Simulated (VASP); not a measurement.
# CdMo2 (R-3m) in VASP: single point with PBE

Aim: the single point of CdMo2 with PBE.

Everything below comes from runs of VASP 6.6.1. Logs are shortened: lines on timing, memory, paths and dates and some standing lists are left out, and cuts for length are marked.

## (1) The cell of the first run

The structure is trigonal, space group R-3m (No. 166). The conventional cell has a = 3.056 Å, b = 3.056 Å, c = 20.370 Å, α = 90.00°, β = 90.00°, γ = 120.00°. Within 4.0 Å of Cd (site symmetry -3m) lie 6 Cd at 3.06 Å and 6 Mo at 3.07 Å. Within 3.3 Å of Mo (site symmetry 3m) lie 9 Mo at 2.50 to 3.06 Å and 3 Cd at 3.07 Å.

## (2) Single point, PBE

INCAR reads:

```
SYSTEM = CdMo2
PREC = Accurate
ENCUT = 520
EDIFF = 1E-6
ISMEAR = 0
SIGMA = 0.1
LREAL = .False.
LASPH = .True.
NELM = 80
ALGO = Fast
ISIF = 2
LWAVE = .False.
LCHARG = .False.
GGA = PE
NBANDS = 27
```

KPOINTS reads:

```
regular mesh
0
Gamma
  18 18 18
  0 0 0
```

POSCAR reads:

```
CdMo2
1.0
    1.5279599511      0.8821680891      6.7899266275
   -1.5279599511      0.8821680891      6.7899266275
    0.0000000000     -1.7643361782      6.7899266275
Cd Mo
1 2
Direct
    0.0000000000      0.0000000000      0.0000000000
    0.7898828567      0.7898828567      0.7898828567
    0.2101171433      0.2101171433      0.2101171433
```

Potentials or basis: VASP PAW PBE potentials, release 64 (Cd, Mo_sv).

Run with:

```
cat potpaw_PBE.64/Cd/POTCAR potpaw_PBE.64/Mo_sv/POTCAR > POTCAR
mpirun -np 1 vasp_std > vasp.out
```

OUTCAR:

```text
SYSTEM = CdMo2
   PREC = Accurate
   ENCUT = 520
   EDIFF = 1E-6
   ISMEAR = 0
   LREAL = .False.
   LASPH = .True.
   NELM = 80
   ISIF = 2
   GGA = PE

 ion  position               nearest neighbor table
   1  0.000  0.000  0.000-   2 3.07   2 3.07   3 3.07   3 3.07   2 3.07   3 3.07
   2  0.790  0.790  0.790-   3 2.50   3 2.50   3 2.50   1 3.07   1 3.07   1 3.07
   3  0.210  0.210  0.210-   2 2.50   2 2.50   2 2.50   1 3.07   1 3.07   1 3.07

  LATTYP: Found a trigonal (rhomboedric) cell.
 ALAT       =     7.0154105907
 COS(alpha) =     0.9051258823

  Lattice vectors:

 A1 = (   1.5279599511,   0.8821680891,   6.7899266275)
 A2 = (  -1.5279599511,   0.8821680891,   6.7899266275)
 A3 = (   0.0000000000,  -1.7643361782,   6.7899266275)

Analysis of symmetry for initial positions (statically):
=====================================================================
 Subroutine PRICEL returns:
 Original cell was already a primitive cell.

 Routine SETGRP: Setting up the symmetry group for a
 trigonal (rhombohedral) supercell.

 Subroutine GETGRP returns: Found 12 space group operations
 (whereof 12 operations were pure point group operations)
 out of a pool of 12 trial point group operations.

The static configuration has the point symmetry D_3d.

Analysis of symmetry for dynamics (positions and initial velocities):
=====================================================================
 Subroutine PRICEL returns:
 Original cell was already a primitive cell.

 Routine SETGRP: Setting up the symmetry group for a
 trigonal (rhombohedral) supercell.

 Subroutine GETGRP returns: Found 12 space group operations
 (whereof 12 operations were pure point group operations)
 out of a pool of 12 trial point group operations.

The dynamic configuration has the point symmetry D_3d.

 Subroutine INISYM returns: Found 12 space group operations
 (whereof 12 operations are pure point group operations),
 and found     1 'primitive' translations

----------------------------------------------------------------------------------------

                                     Primitive cell

  volume of cell :      54.9136

  direct lattice vectors                    reciprocal lattice vectors
     1.527959951  0.882168089  6.789926627     0.327233708  0.188928469  0.049092332
    -1.527959951  0.882168089  6.789926627    -0.327233708  0.188928469  0.049092332
     0.000000000 -1.764336178  6.789926627     0.000000000 -0.377856938  0.049092332

  length of vectors
     7.015410591  7.015410591  7.015410591     0.381032706  0.381032706  0.381032706

  position of ions in fractional coordinates (direct lattice)
     0.000000000  0.000000000  0.000000000
     0.789882857  0.789882857  0.789882857
     0.210117143  0.210117143  0.210117143

  ion indices of the primitive-cell ions
   primitive index   ion index
                 1           1
                 2           2
                 3           3

----------------------------------------------------------------------------------------

 KPOINTS: regular mesh

Automatic generation of k-mesh.
 Grid dimensions read from file:
 generate k-points for:   18   18   18

 Generating k-lattice:

  Cartesian coordinates                     Fractional coordinates (reciprocal lattice)
     0.018179650  0.010496026  0.002727352     0.055555556  0.000000000  0.000000000
    -0.018179650  0.010496026  0.002727352     0.000000000  0.055555556  0.000000000
     0.000000000 -0.020992052  0.002727352     0.000000000  0.000000000  0.055555556

  Length of vectors
     0.021168484  0.021168484  0.021168484

  Shift w.r.t. Gamma in fractional coordinates (k-lattice)
     0.000000000  0.000000000  0.000000000

 Subroutine IBZKPT returns following result:
 ===========================================

 Found    580 irreducible k-points:

 Following reciprocal coordinates:
            Coordinates               Weight
  0.000000  0.000000  0.000000      1.000000
  0.055556 -0.000000  0.000000      6.000000
  0.111111 -0.000000  0.000000      6.000000
  0.166667 -0.000000 -0.000000      6.000000
  0.222222  0.000000 -0.000000      6.000000
  0.277778  0.000000 -0.000000      6.000000
[... 16 lines left out ...]
 -0.277778  0.055556  0.000000     12.000000
 -0.222222  0.055556  0.000000     12.000000
 [... further k-points ...]
   k-points           NKPTS =    580   k-points in BZ     NKDIM =    580   number of bands    NBANDS=     27
   number of dos      NEDOS =    301   number of ions     NIONS =      3
   total plane-waves  NPLWV = 157464
   dimension x,y,z NGX =    54 NGY =   54 NGZ =   54
   dimension x,y,z NGXF=   108 NGYF=  108 NGZF=  108
   ions per type =               1   2
   NGX,Y,Z   is equivalent  to a cutoff of  12.80, 12.80, 12.80 a.u.
   NGXF,Y,Z  is equivalent  to a cutoff of  25.59, 25.59, 25.59 a.u.
 SYSTEM =  CdMo2
   PREC   = accura    normal or accurate (medium, high low for compatibility)
   ISTART =      0    job   : 0-new  1-cont  2-samecut
   ICHARG =      2    charge: 1-file 2-atom 10-const
   ISPIN  =      1    spin polarized calculation?
   LNONCOLLINEAR =      F non collinear calculations
   LSORBIT =      F    spin-orbit coupling
   LASPH  =      T    aspherical Exc in radial PAW
   ENCUT  =  520.0 eV  38.22 Ry    6.18 a.u.  13.04 13.04 13.04*2*pi/ulx,y,z
   NELM   =     80;   NELMIN=  2; NELMDL= -5     # of ELM steps
   EDIFF  = 0.1E-05   stopping-criterion for ELM
   LREAL  =      F    real-space projection
   EDIFFG = 0.1E-04   stopping-criterion for IOM
   NSW    =      0    number of steps for IOM
   IBRION =     -1    ionic relax: 0-MD 1-quasi-New 2-CG
   NFREE  =      0    steps in history (QN), initial steepest desc. (CG)
   ISIF   =      2    stress and relaxation
   ISYM   =      2    0-nonsym 1-usesym 2-fastsym
   POTIM  = 0.5000    time-step for ionic-motion
   TEBEG  =    0.0;   TEEND  =   0.0 temperature during run
   PSTRESS=    0.0 pullay stress
   NELECT =      40.0000    total number of electrons
   NUPDOWN=      -1.0000    fix difference up-down
   EMIN   =  10.00;   EMAX   =-10.00  energy-range for DOS
   EFERMI =   0.00;   METHOD = LEGACY
   ISMEAR =     0;   SIGMA  =   0.10  broadening in eV -4-tet -1-fermi 0-gaus
   EFERMI_NEDOS =   21; number of points for ismear=-14 and -15
   IALGO  =     68    algorithm
   IMIX   =      4    mixing-type and parameters
     AMIX     =   0.40;   BMIX     =  1.00
     AMIX_MAG =   1.60;   BMIX_MAG =  1.00
  volume/ion in A,a.u.               =      18.30       123.53
  Fermi-wavevector in a.u.,A,eV,Ry     =   1.472996  2.783559 29.520801  2.169718
  Thomas-Fermi vector in A             =   2.587943
   LORBIT       =      0    0 simple, 1 ext, 2 COOP (PROOUT), +10 PAW based schemes
   GGA     = PE    functional components
   LHFCALC =     F    Hartree Fock is set to
   AEXX    =    0.0000 exact exchange contribution
   IVDW    =     0    specifies the selected vdW correction
   LEPSILON=     F    determine dielectric tensor
   LRPA    =     F    only Hartree local field effects (RPA)
 non-spin polarized calculation
 RMM-DIIS sequential band-by-band and
 Gauss-broadening in eV      SIGMA  =   0.10
  energy-cutoff  :      520.00
  volume of cell :       54.91
 maximum number of plane-waves:      1496
 NGX is ok and might be reduce to    54
   NGX = 27   NGY = 27   NGZ = 27

 number of electron      40.0000003 magnetization

 Free energy of the ion-electron system (eV)
  ---------------------------------------------------
  ext. energy  EPLUGINS =         0.00000000
  ---------------------------------------------------
  free energy    TOTEN  =       -21.41776727 eV

  energy without entropy =      -21.40266329  energy(sigma->0) =      -21.41021528

 E-fermi :   7.9482     XC(G=0): -12.2106

 val. band max:        7.9472550666   @ k =  -0.1667  -0.1667   0.1111
 cond. band min:       7.9516318907   @ k =  -0.4444   0.3889   0.2222
 fundamental gap:      0.0043768241
 Fermi energy:         7.9482475540

 k-point     1 :       0.0000    0.0000    0.0000
  band No.  band energies     occupation
      1     -52.9765      2.00000
      2     -52.5379      2.00000
      3     -27.5657      2.00000
      4     -26.8308      2.00000
      5     -26.8308      2.00000
      6     -26.3623      2.00000
[... 19 lines left out ...]
     26      11.4382      0.00000
     27      15.9708      0.00000

 k-point     2 :       0.0556   -0.0000    0.0000
  band No.  band energies     occupation
      1     -52.9718      2.00000
      2     -52.5391      2.00000
      3     -27.5632      2.00000
      4     -26.8617      2.00000
      5     -26.8387      2.00000
      6     -26.3715      2.00000
[... 19 lines left out ...]
     26      11.5397      0.00000
     27      16.1529      0.00000

 k-point     3 :       0.1111   -0.0000    0.0000
  band No.  band energies     occupation
      1     -52.9581      2.00000
      2     -52.5427      2.00000
      3     -27.5568      2.00000
      4     -26.9428      2.00000
      5     -26.8609      2.00000
      6     -26.3973      2.00000
[... 19 lines left out ...]
     26      11.7106      0.00000
     27      16.6518      0.00000

 k-point     4 :       0.1667   -0.0000   -0.0000
  band No.  band energies     occupation
      1     -52.9362      2.00000
      2     -52.5489      2.00000
      3     -27.5493      2.00000
      4     -27.0529      2.00000
      5     -26.8936      2.00000
      6     -26.4327      2.00000
[... 19 lines left out ...]
     26      11.8316      0.00000
     27      17.3244      0.00000
[... 516 lines left out ...]
      4     -27.4340      2.00000
      5     -27.0399      2.00000
      6     -26.4811      2.00000
[... 19 lines left out ...]
     26      11.6830      0.00000
     27      12.9128      0.00000

 k-point    23 :      -0.2778    0.0556    0.0000
  band No.  band energies     occupation
      1     -52.8547      2.00000
      2     -52.5794      2.00000
      3     -27.5504      2.00000
      4     -27.3446      2.00000
      5     -27.0072      2.00000
      6     -26.4860      2.00000
[... 19 lines left out ...]
     26      11.8091      0.00000
     27      14.0129      0.00000

 k-point    24 :      -0.2222    0.0556    0.0000
  band No.  band energies     occupation
      1     -52.8888      2.00000
      2     -52.5652      2.00000
      3     -27.5445      2.00000
      4     -27.2363      2.00000
      5     -26.9679      2.00000
      6     -26.4731      2.00000
[... 19 lines left out ...]
     26      11.8902      0.00000
     27      15.4563      0.00000

 [... further k-points ...]

------------------------ aborting loop because EDIFF is reached ----------------------------------------

  FORCE on cell =-STRESS in cart. coord.  units (eV):
  Direction    XX          YY          ZZ          XY          YZ          ZX
  --------------------------------------------------------------------------------------
  -------------------------------------------------------------------------------------
  Total        0.1769554      0.1769554      0.2576299      0.0000000     -0.0000000     -0.0000000
  in kB        5.1629112      5.1629112      7.5167002      0.0000000     -0.0000000     -0.0000000
  external PRESSURE =       5.9475076 kB  Pullay stress =       0.0000000 kB

 VOLUME and BASIS-vectors are now :
 -----------------------------------------------------------------------------
  energy-cutoff  :      520.00
  volume of cell :       54.91
      direct lattice vectors                 reciprocal lattice vectors
     1.527959951  0.882168089  6.789926627     0.327233708  0.188928469  0.049092332
    -1.527959951  0.882168089  6.789926627    -0.327233708  0.188928469  0.049092332
     0.000000000 -1.764336178  6.789926627     0.000000000 -0.377856938  0.049092332

 POSITION                                       TOTAL-FORCE (eV/Angst)
 -----------------------------------------------------------------------------------
      0.00000      0.00000      0.00000         0.000000      0.000000      0.000000
      0.00000      0.00000     16.08974         0.000000     -0.000000     -0.041529
      0.00000      0.00000      4.28004         0.000000     -0.000000      0.041529
 -----------------------------------------------------------------------------------
    total drift:                                0.000000      0.000000     -0.000000

  FREE ENERGIE OF THE ION-ELECTRON SYSTEM (eV)
  ---------------------------------------------------
  free  energy   TOTEN  =       -21.4177672696 eV

  energy  without entropy=      -21.4026632899  energy(sigma->0) =      -21.41021528
```

Wall time 35 min (1 thread of Intel Xeon 6975P-C (Granite Rapids), shared host); peak memory 0.98 GiB.

Results:

```yaml
Free_energy: -21.4178 eV
Pressure: 0.6 GPa
Largest_force: 0.042 eV/Å
Band_gap_on_the_k_mesh: zero (bands 20 and 21 overlap by 2.46 eV)
```

Forces in eV/Å, atoms in the order of the input:
```
Cd   0.000  0.000  0.000
Mo   0.000  0.000 -0.042
Mo   0.000  0.000  0.042
```

Levels at points of the mesh, in eV from the Fermi level:
```csv
k point,band 17,band 18,band 19,band 20,band 21,band 22,band 23,band 24
"(0.00, 0.00, 0.00)",-2.28,-1.69,-1.69,-1.64,-1.64,1.86,1.86,2.12
"(0.50, 0.00, 0.00)",-2.19,-2.06,-1.43,0.82,1.11,2.22,2.40,3.38
"(0.50, 0.50, 0.00)",-1.58,-1.54,-0.50,-0.41,1.13,1.45,2.38,2.45
"(0.50, 0.50, 0.50)",-1.70,-1.70,-1.59,-1.59,-0.72,1.76,1.76,2.94
```
